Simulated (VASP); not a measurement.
# ScB2Sb3 (Immm) in VASP: further runs

The runs below take ScB2Sb3 through single point, relaxation of cell and atoms, with PBE.

Program: VASP 6.6.1. These are calculated values, not measurements. Logs are shortened: lines on timing, memory, paths and dates and some standing lists are left out, and cuts for length are marked.

## Step 1: The cell of the first run

Symmetry: Immm, No. 71, orthorhombic system. Conventional cell: a = 5.099 Å, b = 7.116 Å, c = 8.353 Å, α = 90.00°, β = 90.00°, γ = 90.00°. Sc (site symmetry mmm) has 6 Sb at 2.87 to 3.56 Å and 8 B at 3.79 to 3.81 Å within 3.9 Å. B (site symmetry mm2) has 2 Sb at 1.37 to 1.48 Å within 1.8 Å. Sb (site symmetry mm2) has 1 B at 1.48 Å within 2.0 Å. Sb (site symmetry mmm) has 2 B at 1.37 Å within 1.8 Å.

The cell was built from a structure type or drawn by symmetry, and may not be a known phase.

## Step 2: Single point, PBE

INCAR

```
ALGO = Normal ; EDIFF = 1E-6
ENCUT = 520 ; GGA = PE
ISIF = 2 ; ISMEAR = 0
LASPH = T ; LCHARG = F
LREAL = F ; LWAVE = F
NBANDS = 25 ; NELM = 100
PREC = Accurate ; SIGMA = 0.1
```

KPOINTS

```
k-points
0
Gamma
  4 4 4
```

POSCAR

```
ScB2Sb3
1.0
   -2.5497362300      3.5578965700      4.1766581500
    2.5497362300     -3.5578965700      4.1766581500
    2.5497362300      3.5578965700     -4.1766581500
Sc B Sb
1 2 3
Direct
    0.0000000000      0.5000000000      0.5000000000
    0.3356680400      0.3356680400      0.0000000000
    0.6643319600      0.6643319600      0.0000000000
    0.8414172300      0.8414172300      0.0000000000
    0.1585827700      0.1585827700      0.0000000000
    0.5000000000      0.5000000000      0.0000000000
```

Potentials or basis: VASP PAW PBE potentials, release 64 (Sc_sv, B, Sb).

Command:

```
cat potpaw_PBE.64/Sc_sv/POTCAR potpaw_PBE.64/B/POTCAR potpaw_PBE.64/Sb/POTCAR > POTCAR
mpirun -np 1 vasp_std > vasp.out
```

OUTCAR:

```text
EDIFF = 1E-6
   ENCUT = 520
   GGA = PE
   ISIF = 2
   ISMEAR = 0
   LASPH = T
   LREAL = F
   NELM = 100
   PREC = Accurate

 ion  position               nearest neighbor table
   1  0.000  0.500  0.500-   5 2.87   4 2.87   5 2.87   4 2.87   6 3.56   6 3.56
   2  0.336  0.336  0.000-   6 1.37   5 1.48
   3  0.664  0.664  0.000-   6 1.37   4 1.48
   4  0.841  0.841  0.000-   3 1.48   5 2.65   6 2.85   1 2.87   1 2.87
   5  0.159  0.159  0.000-   2 1.48   4 2.65   6 2.85   1 2.87   1 2.87
   6  0.500  0.500  0.000-   2 1.37   3 1.37   4 2.85   5 2.85   1 3.56   1 3.56

 -----------------------------------------------------------------------------
|                                                                             |
|           W    W    AA    RRRRR   N    N  II  N    N   GGGG   !!!           |
|           W    W   A  A   R    R  NN   N  II  NN   N  G    G  !!!           |
|           W    W  A    A  R    R  N N  N  II  N N  N  G       !!!           |
|           W WW W  AAAAAA  RRRRR   N  N N  II  N  N N  G  GGG   !            |
|           WW  WW  A    A  R   R   N   NN  II  N   NN  G    G                |
|           W    W  A    A  R    R  N    N  II  N    N   GGGG   !!!           |
|                                                                             |
|     The distance between some ions is very small. Please check the          |
|     nearest-neighbor list in the OUTCAR file.                               |
|     I HOPE YOU KNOW WHAT YOU ARE DOING!                                     |
|                                                                             |
 -----------------------------------------------------------------------------

  LATTYP: Found a body centered orthorhombic cell.
 ALAT       =     5.0994724600
 B/A-ratio  =     1.3953978957
 C/A-ratio  =     1.6380745980

  Lattice vectors:

 A1 = (  -2.5497362300,   3.5578965700,   4.1766581500)
 A2 = (   2.5497362300,  -3.5578965700,   4.1766581500)
 A3 = (   2.5497362300,   3.5578965700,  -4.1766581500)

Analysis of symmetry for initial positions (statically):
=====================================================================
 Subroutine PRICEL returns:
 Original cell was already a primitive cell.

 Routine SETGRP: Setting up the symmetry group for a
 body centered orthorhombic supercell.

 Subroutine GETGRP returns: Found  8 space group operations
 (whereof  8 operations were pure point group operations)
 out of a pool of  8 trial point group operations.

The static configuration has the point symmetry D_2h.

Analysis of symmetry for dynamics (positions and initial velocities):
=====================================================================
 Subroutine PRICEL returns:
 Original cell was already a primitive cell.

 Routine SETGRP: Setting up the symmetry group for a
 body centered orthorhombic supercell.

 Subroutine GETGRP returns: Found  8 space group operations
 (whereof  8 operations were pure point group operations)
 out of a pool of  8 trial point group operations.

The dynamic configuration has the point symmetry D_2h.

 Subroutine INISYM returns: Found  8 space group operations
 (whereof  8 operations are pure point group operations),
 and found     1 'primitive' translations

----------------------------------------------------------------------------------------

                                     Primitive cell

  volume of cell :     151.5575

  direct lattice vectors                    reciprocal lattice vectors
    -2.549736230  3.557896570  4.176658150     0.000000000  0.140532472  0.119712934
     2.549736230 -3.557896570  4.176658150     0.196098716  0.000000000  0.119712934
     2.549736230  3.557896570 -4.176658150     0.196098716  0.140532472  0.000000000

  length of vectors
     6.050145134  6.050145134  6.050145134     0.184609215  0.229751807  0.241255222

  position of ions in fractional coordinates (direct lattice)
     0.000000000  0.500000000  0.500000000
     0.335668040  0.335668040  0.000000000
     0.664331960  0.664331960  0.000000000
     0.841417230  0.841417230  0.000000000
     0.158582770  0.158582770  0.000000000
     0.500000000  0.500000000  0.000000000

  ion indices of the primitive-cell ions
   primitive index   ion index
                 1           1
                 2           2
                 3           3
                 4           4
                 5           5
                 6           6

----------------------------------------------------------------------------------------

 KPOINTS: k-points

Automatic generation of k-mesh.
 Grid dimensions read from file:
 generate k-points for:    4    4    4

 Generating k-lattice:

  Cartesian coordinates                     Fractional coordinates (reciprocal lattice)
     0.000000000  0.035133118  0.029928233     0.250000000  0.000000000 -0.000000000
     0.049024679  0.000000000  0.029928233     0.000000000  0.250000000  0.000000000
     0.049024679  0.035133118  0.000000000    -0.000000000  0.000000000  0.250000000

  Length of vectors
     0.046152304  0.057437952  0.060313805

  Shift w.r.t. Gamma in fractional coordinates (k-lattice)
     0.000000000  0.000000000  0.000000000

 Subroutine IBZKPT returns following result:
 ===========================================

 Found     18 irreducible k-points:

 Following reciprocal coordinates:
            Coordinates               Weight
  0.000000  0.000000  0.000000      1.000000
  0.250000  0.000000 -0.000000      4.000000
  0.500000  0.000000 -0.000000      2.000000
  0.000000  0.250000  0.000000      4.000000
  0.250000  0.250000  0.000000      8.000000
  0.500000  0.250000  0.000000      8.000000
[... 10 lines left out ...]
 -0.250000 -0.250000  0.250000      2.000000
  0.500000  0.500000  0.500000      1.000000
   k-points           NKPTS =     18   k-points in BZ     NKDIM =     18   number of bands    NBANDS=     25
   number of dos      NEDOS =    301   number of ions     NIONS =      6
   total plane-waves  NPLWV = 110592
   dimension x,y,z NGX =    48 NGY =   48 NGZ =   48
   dimension x,y,z NGXF=    96 NGYF=   96 NGZF=   96
   ions per type =               1   2   3
   NGX,Y,Z   is equivalent  to a cutoff of  13.19, 13.19, 13.19 a.u.
   NGXF,Y,Z  is equivalent  to a cutoff of  26.38, 26.38, 26.38 a.u.
 SYSTEM =  unknown system
   PREC   = accura    normal or accurate (medium, high low for compatibility)
   ISTART =      0    job   : 0-new  1-cont  2-samecut
   ICHARG =      2    charge: 1-file 2-atom 10-const
   ISPIN  =      1    spin polarized calculation?
   LNONCOLLINEAR =      F non collinear calculations
   LSORBIT =      F    spin-orbit coupling
   LASPH  =      T    aspherical Exc in radial PAW
   ENCUT  =  520.0 eV  38.22 Ry    6.18 a.u.  11.25 11.25 11.25*2*pi/ulx,y,z
   NELM   =    100;   NELMIN=  2; NELMDL= -5     # of ELM steps
   EDIFF  = 0.1E-05   stopping-criterion for ELM
   LREAL  =      F    real-space projection
   EDIFFG = 0.1E-04   stopping-criterion for IOM
   NSW    =      0    number of steps for IOM
   IBRION =     -1    ionic relax: 0-MD 1-quasi-New 2-CG
   NFREE  =      0    steps in history (QN), initial steepest desc. (CG)
   ISIF   =      2    stress and relaxation
   ISYM   =      2    0-nonsym 1-usesym 2-fastsym
   POTIM  = 0.5000    time-step for ionic-motion
   TEBEG  =    0.0;   TEEND  =   0.0 temperature during run
   PSTRESS=    0.0 pullay stress
   NELECT =      32.0000    total number of electrons
   NUPDOWN=      -1.0000    fix difference up-down
   EMIN   =  10.00;   EMAX   =-10.00  energy-range for DOS
   EFERMI =   0.00;   METHOD = LEGACY
   ISMEAR =     0;   SIGMA  =   0.10  broadening in eV -4-tet -1-fermi 0-gaus
   EFERMI_NEDOS =   21; number of points for ismear=-14 and -15
   IALGO  =     38    algorithm
   IMIX   =      4    mixing-type and parameters
     AMIX     =   0.40;   BMIX     =  1.00
     AMIX_MAG =   1.60;   BMIX_MAG =  1.00
  volume/ion in A,a.u.               =      25.26       170.46
  Fermi-wavevector in a.u.,A,eV,Ry     =   0.974838  1.842176 12.929733  0.950309
  Thomas-Fermi vector in A             =   2.105329
   LORBIT       =      0    0 simple, 1 ext, 2 COOP (PROOUT), +10 PAW based schemes
   GGA     = PE    functional components
   LHFCALC =     F    Hartree Fock is set to
   AEXX    =    0.0000 exact exchange contribution
   IVDW    =     0    specifies the selected vdW correction
   LEPSILON=     F    determine dielectric tensor
   LRPA    =     F    only Hartree local field effects (RPA)
 non-spin polarized calculation
 Gauss-broadening in eV      SIGMA  =   0.10
  energy-cutoff  :      520.00
  volume of cell :      151.56
 maximum number of plane-waves:      4100
 NGX is ok and might be reduce to    48
   NGX = 23   NGY = 23   NGZ = 23

 number of electron      32.0000002 magnetization

 Free energy of the ion-electron system (eV)
  ---------------------------------------------------
  ext. energy  EPLUGINS =         0.00000000
  ---------------------------------------------------
  free energy    TOTEN  =        14.99939938 eV

  energy without entropy =       15.01473952  energy(sigma->0) =       15.00706945

 E-fermi :   5.4751     XC(G=0):  -8.4285

 val. band max:        5.4297360794   @ k =   0.2500   0.2500   0.0000
 cond. band min:       5.5018069546   @ k =   0.5000   0.0000  -0.0000
 fundamental gap:      0.0720708752
 Fermi energy:         5.4750535596

 k-point     1 :       0.0000    0.0000    0.0000
  band No.  band energies     occupation
      1     -45.0739      2.00000
      2     -24.0370      2.00000
      3     -23.7163      2.00000
      4     -23.5125      2.00000
      5      -8.3875      2.00000
      6      -6.2344      2.00000
[... 17 lines left out ...]
     24       9.0309      0.00000
     25       9.1272      0.00000

 k-point     2 :       0.2500    0.0000   -0.0000
  band No.  band energies     occupation
      1     -45.0739      2.00000
      2     -24.0370      2.00000
      3     -23.7163      2.00000
      4     -23.5125      2.00000
      5      -8.2495      2.00000
      6      -6.8529      2.00000
[... 17 lines left out ...]
     24       8.4185      0.00000
     25       9.5003      0.00000

 k-point     3 :       0.5000    0.0000   -0.0000
  band No.  band energies     occupation
      1     -45.0739      2.00000
      2     -24.0370      2.00000
      3     -23.7164      2.00000
      4     -23.5125      2.00000
      5      -8.0360      2.00000
      6      -7.2724      2.00000
[... 17 lines left out ...]
     24       8.3566      0.00000
     25       8.6982      0.00000

 k-point     4 :       0.0000    0.2500    0.0000
  band No.  band energies     occupation
      1     -45.0739      2.00000
      2     -24.0368      2.00000
      3     -23.7164      2.00000
      4     -23.5165      2.00000
      5      -8.2190      2.00000
      6      -6.7918      2.00000
[... 17 lines left out ...]
     24       8.4000      0.00000
     25       9.0554      0.00000
[... 309 lines left out ...]
 k-point    16 :       0.5000   -0.2500    0.2500
  band No.  band energies     occupation
      1     -45.0739      2.00000
      2     -24.0371      2.00000
      3     -23.7165      2.00000
      4     -23.5125      2.00000
      5      -8.0448      2.00000
      6      -7.0464      2.00000
[... 17 lines left out ...]
     24       8.5588      0.00000
     25       9.0599      0.00000

 k-point    17 :      -0.2500   -0.2500    0.2500
  band No.  band energies     occupation
      1     -45.0739      2.00000
      2     -24.0370      2.00000
      3     -23.7164      2.00000
      4     -23.5125      2.00000
      5      -8.0788      2.00000
      6      -7.2176      2.00000
[... 17 lines left out ...]
     24       8.3370      0.00000
     25       8.6925      0.00000

 k-point    18 :       0.5000    0.5000    0.5000
  band No.  band energies     occupation
      1     -45.0739      2.00000
      2     -24.0371      2.00000
      3     -23.7166      2.00000
      4     -23.5126      2.00000
      5      -8.0500      2.00000
      6      -6.5643      2.00000
[... 17 lines left out ...]
     24       8.7392      0.00000
     25       8.8654      0.00000

------------------------ aborting loop because EDIFF is reached ----------------------------------------

  FORCE on cell =-STRESS in cart. coord.  units (eV):
  Direction    XX          YY          ZZ          XY          YZ          ZX
  --------------------------------------------------------------------------------------
  -------------------------------------------------------------------------------------
  Total        0.9686439     -1.6682334    274.1324009     -0.0000000      0.0000000      0.0000000
  in kB       10.2399356    -17.6355856   2897.9671377     -0.0000000      0.0000000      0.0000000
  external PRESSURE =     963.5238292 kB  Pullay stress =       0.0000000 kB

 VOLUME and BASIS-vectors are now :
 -----------------------------------------------------------------------------
  energy-cutoff  :      520.00
  volume of cell :      151.56
      direct lattice vectors                 reciprocal lattice vectors
    -2.549736230  3.557896570  4.176658150     0.000000000  0.140532472  0.119712934
     2.549736230 -3.557896570  4.176658150     0.196098716  0.000000000  0.119712934
     2.549736230  3.557896570 -4.176658150     0.196098716  0.140532472  0.000000000

 POSITION                                       TOTAL-FORCE (eV/Angst)
 -----------------------------------------------------------------------------------
      2.54974      0.00000      0.00000         0.000000     -0.000000      0.000000
      0.00000      0.00000      2.80394         0.000000      0.000000    -18.134235
      0.00000      0.00000      5.54937        -0.000000     -0.000000     18.134235
      0.00000      0.00000      7.02862        -0.000000     -0.000000     34.260235
      0.00000      0.00000      1.32469         0.000000      0.000000    -34.260235
      0.00000      0.00000      4.17666         0.000000     -0.000000     -0.000000
 -----------------------------------------------------------------------------------
    total drift:                                0.000000      0.000000     -0.000000

  FREE ENERGIE OF THE ION-ELECTRON SYSTEM (eV)
  ---------------------------------------------------
  free  energy   TOTEN  =        14.9993993818 eV

  energy  without entropy=       15.0147395207  energy(sigma->0) =       15.00706945
```

Run time: 84 s. Hardware: 1 thread of Intel Xeon Platinum 8488C (Sapphire Rapids), shared host; peak memory 0.35 GiB.

Results:

```
Free energy            : 14.9994 eV
Pressure               : 96.4 GPa
Largest force          : 34.260 eV/Å
Band gap on the k mesh : zero (bands 16 and 17 overlap by 0.80 eV)
```

Forces on the atoms (eV/Å):
```
Sc    0.000   0.000   0.000
B     0.000   0.000 -18.134
B     0.000   0.000  18.134
Sb    0.000   0.000  34.260
Sb    0.000   0.000 -34.260
Sb    0.000   0.000   0.000
```

Stress tensor (GPa, compression positive):
```
  1.02   0.00   0.00
  0.00  -1.76   0.00
  0.00   0.00 289.80
```

Caveat: the k points lie up to 0.36 Å⁻¹ apart, too coarse for converged energies and pressures of a metal; atoms lie so close that the PAW spheres overlap strongly, which falsifies energies and pressures; spin-orbit coupling is left out, which moves the levels of the heavy elements; forces of over 1 eV/Å act on the atoms, so gaps and moduli don't describe the material at rest.

(Continued in part 2 of 3.)
